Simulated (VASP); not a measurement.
## Cu: single point with PBE

The system is Cu.

```
CELL_PARAMETERS angstrom
0.00000 1.79093 1.79093
1.79093 0.00000 1.79093
1.79093 1.79093 0.00000
ATOMIC_POSITIONS crystal
Cu 0.00000 0.00000 0.00000
```

| Quantity | Value |
| --- | --- |
| Program | VASP 6.6.1 |
| Task | single point |
| Functional | PBE |
| Potentials or basis | VASP PAW PBE potentials, release 64 (Cu) |
| Cutoff | 520 eV |
| k mesh | 12 × 12 × 12 |
| Occupations | fermi-dirac, width 0.06 eV |
| Spin | no spin polarisation |
| Dipole correction | no |
| Further INCAR settings | ALGO = Normal; EDIFF = 1e-06; NBANDS = 12 |

| Property | Result |
| --- | --- |
| Pressure | 6.7 GPa |

Levels at points of the mesh, in eV from the Fermi level:
```csv
k point,band 3,band 4,band 5,band 6,band 7,band 8,band 9,band 10
"(0.00, 0.00, 0.00)",-3.04,-3.04,-2.19,-2.19,22.89,25.75,25.75,25.75
"(0.50, 0.00, 0.00)",-3.08,-1.59,-1.59,-1.01,3.97,21.37,22.58,22.58
"(0.50, 0.50, 0.00)",-1.61,-1.45,-1.45,1.55,7.38,13.37,13.37,17.93
```

It took 15 s on 1 thread of Intel Xeon 8259CL, with other jobs on the host, peak memory 0.13 GiB.
